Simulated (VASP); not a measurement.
Write the native input for VASP 6.6.1 that does the following.

- Task: single point
- Functional: PBE
- Potentials or basis: VASP PAW PBE potentials, release 64 (Tb_3, Ga_d, O), 4f in core
- Cutoff: 600 eV
- k mesh: 6 × 6 × 6
- Occupations: gaussian, width 0.1 eV
- Spin: no spin polarisation
- Dipole correction: no
- Mended: yes
- Further INCAR settings: ALGO = Normal; EDIFF = 1e-06; NBANDS = 28

The structure of TbGa2O lies in POSCAR:

```
TbGa2O
1.0
    1.7080944600      0.9861688000      5.9587863500
   -1.7080944600      0.9861688000      5.9587863500
    0.0000000000     -1.9723376000      5.9587863500
Tb Ga O
1 2 1
Direct
    0.5000000000      0.5000000000      0.5000000000
    0.2303145500      0.2303145500      0.2303145500
    0.7696854500      0.7696854500      0.7696854500
    0.0000000000      0.0000000000      0.0000000000
```

The cell was built from a structure type or drawn by symmetry, and may not be a known phase.

These files were run (other wordings do the same):

INCAR

```
ALGO = Normal
EDIFF = 1E-6
ENCUT = 600
GGA = PE
GGA_COMPAT = False
ISIF = 2
ISMEAR = 0
LASPH = True
LCHARG = False
LMAXMIX = 6
LREAL = False
LWAVE = False
NBANDS = 28
NELM = 200
PREC = Accurate
SIGMA = 0.1
```

KPOINTS

```
k-points
0
Gamma
  6 6 6
```

Potentials or basis: VASP PAW PBE potentials, release 64 (Tb_3, Ga_d, O), 4f in core.

Run with:

```sh
$ cat potpaw_PBE.64/Tb_3/POTCAR potpaw_PBE.64/Ga_d/POTCAR potpaw_PBE.64/O/POTCAR > POTCAR
$ mpirun -np 1 vasp_std > vasp.out
```

It gave:

| Quantity | Value |
| --- | --- |
| Pressure | 63.6 GPa |
| Largest force | 9.757 eV/Å |
| Band gap on the k mesh | zero (an odd number of electrons rules out a gap without spin polarisation) |

Caveat: the cell stands under pressure; spin-orbit coupling is left out, which moves the levels of the heavy elements; the 4f electrons are frozen in the core, so they carry no moment and show no levels; an odd number of electrons without spin polarisation forces a metal; a magnetic or distorted state may lie lower; the run has no spin polarisation, though such a crystal can be magnetic.

Wall time 2.2 min on 1 thread of Intel(R) Xeon(R) Platinum 8488C (Sapphire Rapids), with other jobs on the host, peak memory 0.39 GiB.
